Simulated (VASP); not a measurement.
**Sn: single point with RPBE**

Sn:

```
Sn
1.0
     0.00000    3.23334    3.23334
     3.23334    0.00000    3.23334
     3.23334    3.23334    0.00000
Sn
2
Direct
  0.25000 0.25000 0.25000
  0.00000 0.00000 0.00000
```

```yaml
Program: VASP 6.6.1
Task: single point
Functional: RPBE
Potentials_or_basis: VASP PAW PBE potentials, release 64 (Sn_d)
Cutoff: 520 eV
k_mesh: 7 × 7 × 7
Occupations: gaussian, width 0.1 eV
Spin: no spin polarisation
```

| Quantity | Value |
| --- | --- |
| Pressure | 5.2 GPa |
| Band gap on the k mesh | zero (filled and empty bands touch) |

Levels at points of the mesh, in eV from the Fermi level:
```tsv
k point	band 12	band 13	band 14	band 15	band 16	band 17
(0.00, 0.00, 0.00)	-0.52	0.04	0.04	0.04	2.13	2.13
```

It took 18 s on 1 thread of Intel(R) Xeon(R) 6975P-C (Granite Rapids), with other jobs on the host, peak memory 0.19 GiB.

Caveat: the PAW data sets were made with another functional, which shifts forces and pressure a little; spin-orbit coupling is left out, which moves the levels of the heavy elements.
